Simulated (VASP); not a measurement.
# Si16BH7 in VASP: single point with PBE

Aim: the single point of Si16BH7 with PBE.

All numbers are computed with VASP 6.6.1; they aren't measurements. Logs are shortened: lines on timing, memory, paths and dates and some standing lists are left out, and cuts for length are marked.

### Step 1. The cell of the first run

The cell holds a slab with vacuum, 24 atoms: a = 7.679 Å, b = 7.679 Å, c = 16.419 Å, α = 90.00°, β = 90.00°, γ = 60.00°.

### Step 2. Single point, PBE

Contents of INCAR:

```
SYSTEM = Si16BH7
ALGO = Normal
EDIFF = 1E-6
ENCUT = 520
GGA = PE
ISIF = 2
ISMEAR = 0
LASPH = .True.
LCHARG = .True.
LELF = .True.
LREAL = Auto
LVHAR = .True.
LWAVE = .False.
NBANDS = 55
NELM = 100
PREC = Accurate
SIGMA = 0.02
```

Contents of KPOINTS:

```
k-points
0
Gamma
  2 2 1
  0 0 0
```

Contents of POSCAR:

```
Si16BH7
1.0
    7.6791800000      0.0000000000      0.0000000000
    3.8395900000      6.6503650000      0.0000000000
    0.0000000000      0.0000000000     16.4187650000
H Si B
7 16 1
Direct
    0.1666666600      0.1666666600      0.0609059200
    0.6666666400      0.1666666600      0.0609059200
    0.1666666600      0.6666666300      0.0609059200
    0.6666666400      0.6666666300      0.0609059200
    1.0047692305      0.4664694328      0.4769081771
    0.6515213733      1.0996654823      0.4691595400
    0.8639975780      0.8066067891      0.5054721443
    0.1666666600      0.1666666600      0.1522648000
    0.6666666400      0.1666666600      0.1522648000
    0.1666666600      0.6666666300      0.1522648000
    0.6666666400      0.6666666300      0.1522648000
   -0.1677963142      0.3330899756      0.1980660628
    0.3328446511      0.3328031889      0.1976401879
   -0.1653328981      0.8331645642      0.1985500377
    0.3349713319      0.8346046046      0.2029958379
   -0.1932837781      0.3257194523      0.3397890993
    0.3353271493      0.3227331692      0.3404271852
   -0.1718173304      0.7974803374      0.3418241579
    0.3230596351      0.7854268189      0.3507052533
   -0.0151828507     -0.0023450271      0.3886389778
    0.4818413948     -0.0256834594      0.3551408465
    0.0022337088      0.4614068148      0.3856445963
    0.4988641744      0.4666135898      0.4150902119
    0.8142627275      0.9474793599      0.4610775536
```

Potentials or basis: VASP PAW PBE potentials, release 64 (H, Si, B).

Run with:

```console
$ cat potpaw_PBE.64/H/POTCAR potpaw_PBE.64/Si/POTCAR potpaw_PBE.64/B/POTCAR > POTCAR
$ mpirun -np 1 vasp_std > vasp.out
```

OUTCAR:

```text
SYSTEM = Si16BH7
   EDIFF = 1E-6
   ENCUT = 520
   GGA = PE
   ISIF = 2
   ISMEAR = 0
   LASPH = .True.
   LREAL = Auto
   NELM = 100
   PREC = Accurate

 ion  position               nearest neighbor table
   1  0.167  0.167  0.061-   8 1.50
   2  0.667  0.167  0.061-   9 1.50
   3  0.167  0.667  0.061-  10 1.50
   4  0.667  0.667  0.061-  11 1.50
   5  0.005  0.466  0.477-  22 1.50
   6  0.652  0.100  0.469-  24 1.22
   7  0.864  0.807  0.505-  24 1.20
   8  0.167  0.167  0.152-   1 1.50  13 2.33  12 2.35  15 2.36
   9  0.667  0.167  0.152-   2 1.50  12 2.33  13 2.34  14 2.34
  10  0.167  0.667  0.152-   3 1.50  14 2.34  13 2.34  15 2.39
  11  0.667  0.667  0.152-   4 1.50  12 2.34  14 2.35  15 2.36
  12  0.832  0.333  0.198-   9 2.33  16 2.34  11 2.34   8 2.35
  13  0.333  0.333  0.198-   8 2.33   9 2.34  10 2.34  17 2.35
  14  0.835  0.833  0.199-  10 2.34   9 2.34  11 2.35  18 2.37
  15  0.335  0.835  0.203-  11 2.36   8 2.36  10 2.39  19 2.46  21 3.14
  16  0.807  0.326  0.340-  20 2.33  12 2.34  22 2.34  23 2.39
  17  0.335  0.323  0.340-  21 2.34  13 2.35  22 2.35  23 2.38
  18  0.828  0.797  0.342-  24 2.25  21 2.31  22 2.35  14 2.37  20 2.50
  19  0.323  0.785  0.351-  21 2.32  20 2.36  23 2.37  15 2.46
  20  0.985  0.998  0.389-  24 1.95  16 2.33  19 2.36  18 2.50
  21  0.482  0.974  0.355-  18 2.31  19 2.32  17 2.34  15 3.14
  22  0.002  0.461  0.386-   5 1.50  16 2.34  17 2.35  18 2.35
  23  0.499  0.467  0.415-  19 2.37  17 2.38  16 2.39
  24  0.814  0.947  0.461-   7 1.20   6 1.22  20 1.95  18 2.25

  LATTYP: Found a hexagonal cell.
 ALAT       =     7.6791800344
 C/A-ratio  =     2.1380883019

  Lattice vectors:

 A1 = (  -3.8395900000,  -6.6503650000,   0.0000000000)
 A2 = (   7.6791800000,   0.0000000000,   0.0000000000)
 A3 = (   0.0000000000,   0.0000000000,  16.4187650000)

Analysis of symmetry for initial positions (statically):
=====================================================================
 Subroutine PRICEL returns:
 Original cell was already a primitive cell.

 Routine SETGRP: Setting up the symmetry group for a
 hexagonal supercell.

 Subroutine GETGRP returns: Found  1 space group operations
 (whereof  1 operations were pure point group operations)
 out of a pool of 24 trial point group operations.

The static configuration has the point symmetry C_1 .

Analysis of symmetry for dynamics (positions and initial velocities):
=====================================================================
 Subroutine PRICEL returns:
 Original cell was already a primitive cell.

 Routine SETGRP: Setting up the symmetry group for a
 hexagonal supercell.

 Subroutine GETGRP returns: Found  1 space group operations
 (whereof  1 operations were pure point group operations)
 out of a pool of 24 trial point group operations.

The dynamic configuration has the point symmetry C_1 .

 Subroutine INISYM returns: Found  1 space group operations
 (whereof  1 operations are pure point group operations),
 and found     1 'primitive' translations

----------------------------------------------------------------------------------------

                                     Primitive cell

  volume of cell :     838.4957

  direct lattice vectors                    reciprocal lattice vectors
     7.679180000  0.000000000  0.000000000     0.130222237 -0.075183843  0.000000000
     3.839590000  6.650365000  0.000000000     0.000000000  0.150367687  0.000000000
     0.000000000  0.000000000 16.418765000     0.000000000  0.000000000  0.060905921

  length of vectors
     7.679180000  7.679180034 16.418765000     0.150367687  0.150367687  0.060905921

  position of ions in fractional coordinates (direct lattice)
     0.166666660  0.166666660  0.060905920
     0.666666640  0.166666660  0.060905920
     0.166666660  0.666666630  0.060905920
     0.666666640  0.666666630  0.060905920
     0.004769231  0.466469433  0.476908177
     0.651521373  0.099665482  0.469159540
[... 16 lines left out ...]
     0.498864174  0.466613590  0.415090212
     0.814262728  0.947479360  0.461077554

  ion indices of the primitive-cell ions
   primitive index   ion index
                 1           1
                 2           2
                 3           3
                 4           4
                 5           5
                 6           6
[... 16 lines left out ...]
                23          23
                24          24

----------------------------------------------------------------------------------------

 KPOINTS: k-points

Automatic generation of k-mesh.
 Grid dimensions read from file:
 generate k-points for:    2    2    1

 Generating k-lattice:

  Cartesian coordinates                     Fractional coordinates (reciprocal lattice)
     0.065111119 -0.037591922  0.000000000     0.500000000 -0.000000000  0.000000000
     0.000000000  0.075183843  0.000000000     0.000000000  0.500000000  0.000000000
     0.000000000  0.000000000  0.060905921     0.000000000  0.000000000  1.000000000

  Length of vectors
     0.075183844  0.075183843  0.060905921

  Shift w.r.t. Gamma in fractional coordinates (k-lattice)
     0.000000000  0.000000000  0.000000000

 Subroutine IBZKPT returns following result:
 ===========================================

 Found      4 irreducible k-points:

 Following reciprocal coordinates:
            Coordinates               Weight
  0.000000  0.000000  0.000000      1.000000
  0.500000 -0.000000  0.000000      1.000000
  0.500000  0.500000  0.000000      1.000000
  0.000000  0.500000  0.000000      1.000000
   k-points           NKPTS =      4   k-points in BZ     NKDIM =      4   number of bands    NBANDS=     55
   number of dos      NEDOS =    301   number of ions     NIONS =     24
   total plane-waves  NPLWV = 453600
   dimension x,y,z NGX =    60 NGY =   60 NGZ =  126
   dimension x,y,z NGXF=   120 NGYF=  120 NGZF=  252
   ions per type =               7  16   1
   NGX,Y,Z   is equivalent  to a cutoff of  12.99, 12.99, 12.76 a.u.
   NGXF,Y,Z  is equivalent  to a cutoff of  25.98, 25.98, 25.52 a.u.
 SYSTEM =  Si16BH7
   PREC   = accura    normal or accurate (medium, high low for compatibility)
   ISTART =      0    job   : 0-new  1-cont  2-samecut
   ICHARG =      2    charge: 1-file 2-atom 10-const
   ISPIN  =      1    spin polarized calculation?
   LNONCOLLINEAR =      F non collinear calculations
   LSORBIT =      F    spin-orbit coupling
   LASPH  =      T    aspherical Exc in radial PAW
   ENCUT  =  520.0 eV  38.22 Ry    6.18 a.u.  14.28 14.28 30.53*2*pi/ulx,y,z
   NELM   =    100;   NELMIN=  2; NELMDL= -5     # of ELM steps
   EDIFF  = 0.1E-05   stopping-criterion for ELM
   LREAL  =      T    real-space projection
   EDIFFG = 0.1E-04   stopping-criterion for IOM
   NSW    =      0    number of steps for IOM
   IBRION =     -1    ionic relax: 0-MD 1-quasi-New 2-CG
   NFREE  =      0    steps in history (QN), initial steepest desc. (CG)
   ISIF   =      2    stress and relaxation
   ISYM   =      2    0-nonsym 1-usesym 2-fastsym
   POTIM  = 0.5000    time-step for ionic-motion
   TEBEG  =    0.0;   TEEND  =   0.0 temperature during run
   PSTRESS=    0.0 pullay stress
   NELECT =      74.0000    total number of electrons
   NUPDOWN=      -1.0000    fix difference up-down
   EMIN   =  10.00;   EMAX   =-10.00  energy-range for DOS
   EFERMI =   0.00;   METHOD = LEGACY
   ISMEAR =     0;   SIGMA  =   0.02  broadening in eV -4-tet -1-fermi 0-gaus
   EFERMI_NEDOS =   21; number of points for ismear=-14 and -15
   IALGO  =     38    algorithm
   IMIX   =      4    mixing-type and parameters
     AMIX     =   0.40;   BMIX     =  1.00
     AMIX_MAG =   1.60;   BMIX_MAG =  1.00
  volume/ion in A,a.u.               =      34.94       235.77
  Fermi-wavevector in a.u.,A,eV,Ry     =   0.728873  1.377370  7.228173  0.531256
  Thomas-Fermi vector in A             =   1.820454
   LORBIT       =      0    0 simple, 1 ext, 2 COOP (PROOUT), +10 PAW based schemes
   GGA     = PE    functional components
   LHFCALC =     F    Hartree Fock is set to
   AEXX    =    0.0000 exact exchange contribution
   IVDW    =     0    specifies the selected vdW correction
   LEPSILON=     F    determine dielectric tensor
   LRPA    =     F    only Hartree local field effects (RPA)
 non-spin polarized calculation
 Gauss-broadening in eV      SIGMA  =   0.02
  energy-cutoff  :      520.00
  volume of cell :      838.50
 maximum number of plane-waves:     22627
 NGX is ok and might be reduce to    60
   NGX = 29   NGY = 29   NGZ = 61

 number of electron      74.0000004 magnetization

 Free energy of the ion-electron system (eV)
  ---------------------------------------------------
  ext. energy  EPLUGINS =         0.00000000
  ---------------------------------------------------
  free energy    TOTEN  =      -112.50659065 eV

  energy without entropy =     -112.50659065  energy(sigma->0) =     -112.50659065

 E-fermi :  -0.7150     XC(G=0):  -4.8383

 val. band max:       -0.8075032279   @ k =   0.0000   0.5000   0.0000
 cond. band min:      -0.0596240598   @ k =   0.0000   0.0000   0.0000
 fundamental gap:      0.7478791680
 Fermi energy:        -0.7149780636

 k-point     1 :       0.0000    0.0000    0.0000
  band No.  band energies     occupation
      1     -12.2030      2.00000
      2     -11.1381      2.00000
      3     -10.0786      2.00000
      4      -9.9260      2.00000
      5      -9.7977      2.00000
      6      -9.3760      2.00000
[... 41 lines left out ...]
     48       1.7877      0.00000
     49       2.2011      0.00000

 k-point     2 :       0.5000   -0.0000    0.0000
  band No.  band energies     occupation
      1     -11.6471      2.00000
      2     -11.3748      2.00000
      3     -10.6461      2.00000
      4     -10.2110      2.00000
      5     -10.0866      2.00000
      6      -9.9958      2.00000
[... 41 lines left out ...]
     48       2.8920      0.00000
     49       3.2190      0.00000

 k-point     3 :       0.5000    0.5000    0.0000
  band No.  band energies     occupation
      1     -11.6577      2.00000
      2     -11.3254      2.00000
      3     -10.6728      2.00000
      4     -10.2044      2.00000
      5     -10.1288      2.00000
      6     -10.0480      2.00000
[... 41 lines left out ...]
     48       2.7166      0.00000
     49       3.3520      0.00000

 k-point     4 :       0.0000    0.5000    0.0000
  band No.  band energies     occupation
      1     -11.6963      2.00000
      2     -11.2974      2.00000
      3     -10.6354      2.00000
      4     -10.2101      2.00000
      5     -10.1165      2.00000
      6     -10.0305      2.00000
[... 41 lines left out ...]
     48       2.8893      0.00000
     49       3.0867      0.00000
 [bands above 49 left out]

------------------------ aborting loop because EDIFF is reached ----------------------------------------

  FORCE on cell =-STRESS in cart. coord.  units (eV):
  Direction    XX          YY          ZZ          XY          YZ          ZX
  --------------------------------------------------------------------------------------
  -------------------------------------------------------------------------------------
  Total        3.3389071      5.9344455      0.2111659     -0.4165127      0.1773284      0.1505547
  in kB        6.3799034     11.3393957      0.4034906     -0.7958625      0.3388348      0.2876763
  external PRESSURE =       6.0409299 kB  Pullay stress =       0.0000000 kB

 VOLUME and BASIS-vectors are now :
 -----------------------------------------------------------------------------
  energy-cutoff  :      520.00
  volume of cell :      838.50
      direct lattice vectors                 reciprocal lattice vectors
     7.679180000  0.000000000  0.000000000     0.130222237 -0.075183843  0.000000000
     3.839590000  6.650365000  0.000000000     0.000000000  0.150367687  0.000000000
     0.000000000  0.000000000 16.418765000     0.000000000  0.000000000  0.060905921

 POSITION                                       TOTAL-FORCE (eV/Angst)
 -----------------------------------------------------------------------------------
      1.91979      1.10839      1.00000        -0.043783     -0.102243     -0.086265
      5.75938      1.10839      1.00000        -0.042726     -0.126221     -0.064476
      3.83959      4.43358      1.00000         0.041383      0.072607     -0.055701
      7.67918      4.43358      1.00000        -0.043250      0.066102     -0.058313
      1.82768      3.10219      7.83024         0.000173      0.000070     -0.012280
      5.38582      0.66281      7.70302         0.002255      0.009486      0.010227
[... 16 lines left out ...]
      5.62247      3.10315      6.81527         0.002877      0.001039      0.002594
      9.89080      6.30108      7.57032        -0.013699     -0.018016     -0.000502
 -----------------------------------------------------------------------------------
    total drift:                               -0.000089      0.003289      0.028460

  FREE ENERGIE OF THE ION-ELECTRON SYSTEM (eV)
  ---------------------------------------------------
  free  energy   TOTEN  =      -112.5065906543 eV

  energy  without entropy=     -112.5065906543  energy(sigma->0) =     -112.50659065
```

It took 6.6 min on 1 thread of AMD EPYC 7R13 (Zen 3), shared host; peak memory 0.84 GiB.

Results:

```yaml
Free_energy: -112.5066 eV
Largest_force: 0.338 eV/Å
Band_gap_on_the_k_mesh: 0.75 eV, indirect (least direct gap 0.77 eV)
```

Forces on the atoms (eV/Å):
```
H   -0.044 -0.102 -0.086
H   -0.043 -0.126 -0.064
H    0.041  0.073 -0.056
H   -0.043  0.066 -0.058
H    0.000  0.000 -0.012
H    0.002  0.009  0.010
H    0.000  0.009 -0.001
Si  -0.087 -0.005  0.091
Si  -0.060  0.123 -0.047
Si   0.305  0.029  0.143
Si  -0.065 -0.056  0.125
Si  -0.005 -0.007 -0.003
Si   0.001 -0.011 -0.006
Si  -0.006  0.007 -0.006
Si  -0.012 -0.005  0.000
Si   0.002  0.001  0.001
Si  -0.004  0.001 -0.004
Si   0.005 -0.006 -0.010
Si   0.004  0.004 -0.012
Si   0.002  0.006 -0.015
Si   0.019  0.007  0.001
Si  -0.003  0.000  0.008
Si   0.003  0.001  0.003
B   -0.014 -0.018 -0.001
```

Levels at points of the mesh, in eV from the valence-band top:
| k point | band 34 | band 35 | band 36 | band 37 | band 38 | band 39 | band 40 | band 41 |
| --- | --- | --- | --- | --- | --- | --- | --- | --- |
| (0.00, 0.00, 0.00) | -0.55 | -0.32 | -0.10 | -0.02 | 0.75 | 1.17 | 1.34 | 1.48 |
| (0.50, 0.00, 0.00) | -1.15 | -0.74 | -0.67 | -0.14 | 0.84 | 1.77 | 2.08 | 2.33 |
| (0.50, 0.50, 0.00) | -0.92 | -0.81 | -0.67 | -0.05 | 0.76 | 1.90 | 2.10 | 2.30 |
| (0.00, 0.50, 0.00) | -1.20 | -0.71 | -0.62 | 0.00 | 0.96 | 1.63 | 1.96 | 2.45 |

Caveat: the k points lie up to 0.47 Å⁻¹ apart.
